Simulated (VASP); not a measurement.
# W (Fm-3m) in VASP: a series of runs, part 2 of 2

VASP 6.6.1. Earlier steps stand in the parts before.

### 4 Single point, r2SCAN (volume scaled by 1.10)

POSCAR

```
W
1.0
    0.0000000000      2.0734134004      2.0734134004
    2.0734134004      0.0000000000      2.0734134004
    2.0734134004      2.0734134004      0.0000000000
W
1
Direct
    0.0000000000      0.0000000000      0.0000000000
```

INCAR.step1

```
SYSTEM = W
  PREC = Accurate
  ENCUT = 520
  ISMEAR = 0
  SIGMA = 0.1
  LREAL = .FALSE.
  LASPH = .TRUE.
  NELM = 100
  NBANDS = 13
  GGA = PE
  ALGO = Normal
  EDIFF = 1E-4
  LWAVE = .TRUE.
  LCHARG = .FALSE.
```

INCAR.step2

```
SYSTEM = W
  PREC = Accurate
  ENCUT = 520
  EDIFF = 1E-7
  ISMEAR = 0
  SIGMA = 0.1
  LREAL = .FALSE.
  LASPH = .TRUE.
  NELM = 100
  ALGO = Normal
  ISIF = 2
  LWAVE = .FALSE.
  LCHARG = .FALSE.
  METAGGA = R2SCAN
  LMIXTAU = .TRUE.
  NBANDS = 13
  ISTART = 1
```

KPOINTS

```
Automatic mesh
0
G
  18 18 18
  0 0 0
```

Potentials or basis: VASP PAW PBE potentials, release 64 (W_sv).

Launch:

```sh
cat potpaw_PBE.64/W_sv/POTCAR > POTCAR
cp INCAR.step1 INCAR
mpirun -np 1 vasp_std > vasp.out
cp INCAR.step2 INCAR
mpirun -np 1 vasp_std > vasp.out
```

OUTCAR:

```text
SYSTEM = W
   PREC = Accurate
   ENCUT = 520
   EDIFF = 1E-7
   ISMEAR = 0
   LREAL = .FALSE.
   LASPH = .TRUE.
   NELM = 100
   ISIF = 2
   METAGGA = R2SCAN
   ISTART = 1

 ion  position               nearest neighbor table
   1  0.000  0.000  0.000-

  LATTYP: Found a face centered cubic cell.
 ALAT       =     4.1468268008

  Lattice vectors:

 A1 = (   0.0000000000,   2.0734134004,   2.0734134004)
 A2 = (   2.0734134004,   0.0000000000,   2.0734134004)
 A3 = (   2.0734134004,   2.0734134004,   0.0000000000)

Analysis of symmetry for initial positions (statically):
=====================================================================
 Subroutine PRICEL returns:
 Original cell was already a primitive cell.

 Routine SETGRP: Setting up the symmetry group for a
 face centered cubic supercell.

 Subroutine GETGRP returns: Found 48 space group operations
 (whereof 48 operations were pure point group operations)
 out of a pool of 48 trial point group operations.

The static configuration has the point symmetry O_h .

Analysis of symmetry for dynamics (positions and initial velocities):
=====================================================================
 Subroutine PRICEL returns:
 Original cell was already a primitive cell.

 Routine SETGRP: Setting up the symmetry group for a
 face centered cubic supercell.

 Subroutine GETGRP returns: Found 48 space group operations
 (whereof 48 operations were pure point group operations)
 out of a pool of 48 trial point group operations.

The dynamic configuration has the point symmetry O_h .

 Subroutine INISYM returns: Found 48 space group operations
 (whereof 48 operations are pure point group operations),
 and found     1 'primitive' translations

----------------------------------------------------------------------------------------
[... 111 lines left out ...]
     AMIX_MAG =   1.60;   BMIX_MAG =  1.00
  volume/ion in A,a.u.               =      17.83       120.31
  Fermi-wavevector in a.u.,A,eV,Ry     =   1.510387  2.854218 31.038553  2.281269
  Thomas-Fermi vector in A             =   2.620584
   LORBIT       =      0    0 simple, 1 ext, 2 COOP (PROOUT), +10 PAW based schemes
   METAGGA = R2SCAN    functional components
   LHFCALC =     F    Hartree Fock is set to
   AEXX    =    0.0000 exact exchange contribution
   IVDW    =     0    specifies the selected vdW correction
   LEPSILON=     F    determine dielectric tensor
   LRPA    =     F    only Hartree local field effects (RPA)
 non-spin polarized calculation
 Gauss-broadening in eV      SIGMA  =   0.10
  energy-cutoff  :      520.00
  volume of cell :       17.83
 maximum number of plane-waves:       531
 NGX is ok and might be reduce to    24
   NGX = 11   NGY = 11   NGZ = 11

 number of electron      13.9999999 magnetization

 Free energy of the ion-electron system (eV)
  ---------------------------------------------------
  ext. energy  EPLUGINS =         0.00000000
  ---------------------------------------------------
  free energy    TOTEN  =       -50.67955609 eV

  energy without entropy =      -50.67241322  energy(sigma->0) =      -50.67598465

 E-fermi :   9.2648     XC(G=0): -14.2114

 val. band max:        9.2601565044   @ k =  -0.3889   0.3889   0.0000
 cond. band min:       9.2700809988   @ k =   0.3889   0.1111   0.0556
 fundamental gap:      0.0099244944
 Fermi energy:         9.2647853093

 k-point     1 :       0.0000    0.0000    0.0000
  band No.  band energies     occupation
      1     -66.5464      2.00000
      2     -29.5787      2.00000
      3     -29.5787      2.00000
      4     -29.5787      2.00000
      5       0.2039      2.00000
      6       8.7481      2.00000
      7       8.7481      2.00000
      8       8.7481      2.00000
      9      11.7740      0.00000
     10      11.7740      0.00000
     11      22.4995      0.00000
     12      27.7540      0.00000
     13      27.7540      0.00000
[... 354 lines left out ...]
  band No.  band energies     occupation
      1     -66.5060      2.00000
      2     -30.0289      2.00000
      3     -29.6686      2.00000
      4     -29.6283      2.00000
      5       2.3606      2.00000
      6       7.6402      2.00000
      7       9.1707      1.81666
      8       9.3172      0.45818
      9      11.3139      0.00000
     10      12.2453      0.00000
     11      22.9596      0.00000
     12      25.9046      0.00000
     13      30.3813      0.00000

 [... further k-points ...]
[... 5 lines left out ...]
  --------------------------------------------------------------------------------------
  -------------------------------------------------------------------------------------
  Total       -2.5554834     -2.5554834     -2.5554834     -0.0000000     -0.0000000      0.0000000
  in kB     -229.6655946   -229.6655946   -229.6655946     -0.0000000     -0.0000000      0.0000000
  external PRESSURE =    -229.6655946 kB  Pullay stress =       0.0000000 kB

 VOLUME and BASIS-vectors are now :
 -----------------------------------------------------------------------------
  energy-cutoff  :      520.00
  volume of cell :       17.83
      direct lattice vectors                 reciprocal lattice vectors
     0.000000000  2.073413400  2.073413400    -0.241148244  0.241148244  0.241148244
     2.073413400  0.000000000  2.073413400     0.241148244 -0.241148244  0.241148244
     2.073413400  2.073413400  0.000000000     0.241148244  0.241148244 -0.241148244

 POSITION                                       TOTAL-FORCE (eV/Angst)
 -----------------------------------------------------------------------------------
      0.00000      0.00000      0.00000         0.000000      0.000000      0.000000
 -----------------------------------------------------------------------------------
    total drift:                               -0.000000      0.000000      0.000000

  FREE ENERGIE OF THE ION-ELECTRON SYSTEM (eV)
  ---------------------------------------------------
  free  energy   TOTEN  =       -50.6795560867 eV

  energy  without entropy=      -50.6724132164  energy(sigma->0) =      -50.67598465
```

OSZICAR.step1:

```text
N       E                     dE             d eps       ncg     rms          rms(c)
DAV:   1     0.851417323972E+02    0.85142E+02   -0.74579E+03  5078   0.120E+03
DAV:   2    -0.113277904904E+02   -0.96470E+02   -0.93084E+02  5680   0.314E+02
DAV:   3    -0.130837980230E+02   -0.17560E+01   -0.17477E+01  5595   0.407E+01
DAV:   4    -0.130923222986E+02   -0.85243E-02   -0.85239E-02  5650   0.315E+00
DAV:   5    -0.130924062543E+02   -0.83956E-04   -0.83955E-04  5725   0.295E-01    0.163E+01
DAV:   6    -0.125209925073E+02    0.57141E+00   -0.52615E-01  5385   0.933E+00    0.573E+00
DAV:   7    -0.123937065588E+02    0.12729E+00   -0.22212E-01  5660   0.568E+00    0.748E-01
DAV:   8    -0.123895100003E+02    0.41966E-02   -0.41573E-03  5100   0.828E-01    0.989E-02
DAV:   9    -0.123893748617E+02    0.13514E-03   -0.19234E-04  5730   0.158E-01    0.372E-02
DAV:  10    -0.123893745988E+02    0.26292E-06   -0.14041E-05  2635   0.471E-02
   1 F= -.12389375E+02 E0= -.12385902E+02  d E =-.694426E-02
```

It took 1.9 min on 1 thread of Intel Xeon 6975P-C, shared host; peak memory 0.18 GiB.

Results:

```
Free energy            : -50.6796 eV
Pressure               : -23.0 GPa
Band gap on the k mesh : zero (band 7 reaches 11.82 eV, above the bottom of band 8 at 8.75 eV)
```

Levels at points of the mesh, in eV from the Fermi level:
| k point | band 5 | band 6 | band 7 | band 8 | band 9 | band 10 |
| --- | --- | --- | --- | --- | --- | --- |
| (0.00, 0.00, 0.00) | -9.06 | -0.52 | -0.52 | -0.52 | 2.51 | 2.51 |
| (0.50, 0.00, 0.00) | -5.47 | -0.63 | -0.63 | 0.21 | 4.68 | 4.68 |
| (0.50, 0.50, 0.00) | -5.16 | -4.29 | 2.56 | 4.72 | 5.27 | 5.27 |

Caveat: the PAW data sets were made with another functional, which shifts forces and pressure a little; spin-orbit coupling is left out, which moves the levels of the heavy elements.

### 5 The runs side by side

```csv
cell,gap on the mesh (eV),pressure (GPa)
"a = 2.871 Å, angles 60.0°, 1 atom",none,-8.1
"a = 2.869 Å, angles 60.0°, 1 atom",none,-7.5
"a = 2.932 Å, angles 60.0°, 1 atom",none,-23.0
```

Alike in all rows: task single point; level r2SCAN; potentials or basis VASP PAW PBE potentials, release 64 (W_sv); no spin polarisation; k mesh 18 × 18 × 18; cutoff (eV) 520; smearing gaussian 0.1 eV.

Caveats: the PAW data sets were made with another functional, which shifts forces and pressure a little; spin-orbit coupling is left out, which moves the levels of the heavy elements.

Absolute energies hang on the potentials; compare differences alone.
